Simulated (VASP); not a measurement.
BN: single point with HSE06

The system is BN.

```
CELL_PARAMETERS angstrom
0.00000 1.74583 1.74583
1.74583 0.00000 1.74583
1.74583 1.74583 0.00000
ATOMIC_POSITIONS crystal
B 0.00000 0.00000 0.00000
N 0.50000 0.50000 0.50000
```

```
Program                            : VASP 6.6.1
Task                               : single point
Functional                         : HSE06
Potentials or basis                : VASP PAW PBE potentials, release 64 (B, N)
Cutoff                             : 520 eV
k mesh                             : 6 × 6 × 6
Occupations                        : gaussian, width 0.05 eV
Spin                               : no spin polarisation
Dipole correction                  : no
Grid for exact exchange (PRECFOCK) : Normal
Further INCAR settings             : ALGO = Normal; EDIFF = 1e-07; NBANDS = 11
Screening parameter                : 0.2079 1/Å
```

```json
{
 "Pressure": "-8.2 GPa",
 "Band gap on the k mesh": "2.17 eV, indirect (least direct gap 7.23 eV)"
}
```

Levels at points of the mesh, in eV from the valence-band top:
```
           k point  band 1  band 2  band 3  band 4  band 5  band 6  band 7  band 8
(0.00, 0.00, 0.00)  -24.70   -1.07   -1.07   -1.07   10.86   14.06   14.06   14.06
(0.50, 0.00, 0.00)  -19.11  -13.86   -0.75   -0.75    6.48    6.48    8.68   15.79
(0.50, 0.50, 0.00)  -16.10  -13.02   -6.22   -6.22    2.17    9.92   16.87   16.87
```

Wall time 2.8 min on 1 thread of Intel Xeon 6975P-C, with other jobs on the host, peak memory 0.22 GiB.

Caveat: the k points lie up to 0.52 Å⁻¹ apart; the PAW data sets were made with another functional, which shifts forces and pressure a little. A k mesh can miss the band edges.
